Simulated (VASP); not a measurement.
Here is a VASP 6.6.1 calculation.

Contents of INCAR:

```
PREC     = Accurate       # precision mode
ENCUT    = 520            # plane-wave cutoff, eV
EDIFF    = 1E-7           # SCF threshold, eV
ISMEAR   = 0              # smearing method
SIGMA    = 0.05           # smearing width, eV
LREAL    = F              # projectors in reciprocal space
LASPH    = T              # aspherical terms in the spheres
NELM     = 150            # most SCF steps
ALGO     = Normal         # electronic algorithm
ISIF     = 2              # what is computed and relaxed
LWAVE    = F              # write WAVECAR
LCHARG   = F              # write CHGCAR
ISPIN    = 2              # spin polarisation
MAGMOM   = 7.28 0         # initial moments
LORBIT   = 11             # projections on sites
LMAXMIX  = 6              # l up to which the mixer works
GGA      = CA             # functional
NBANDS   = 27             # bands
```

File KPOINTS:

```
Automatic mesh
0
Gamma
  8 8 8
```

POSCAR

```
EuBi
1.0
    0.0000000000      3.7109348306      3.7109348306
    3.7109348306      0.0000000000      3.7109348306
    3.7109348306      3.7109348306      0.0000000000
Eu Bi
1 1
Direct
    0.0000000000      0.0000000000      0.0000000000
    0.2500000000      0.2500000000      0.2500000000
```

Potentials or basis: VASP PAW PBE potentials, release 64 (Eu, Bi_d).

The run is started by

```console
$ cat potpaw_PBE.64/Eu/POTCAR potpaw_PBE.64/Bi_d/POTCAR > POTCAR
$ mpirun -np 1 vasp_std > vasp.out
```

Question: Predict the band gap on the k mesh.

Answer: Zero (filled and empty bands overlap).

Question: Predict the site moments.

Answer: Eu +6.43; Bi -0.30 μB.

Caveat: spin-orbit coupling is left out, which moves the levels of the heavy elements; semilocal functionals describe open f shells poorly, which spoils levels, moments and volumes. The state reached can hang on the start; a lower one may exist.
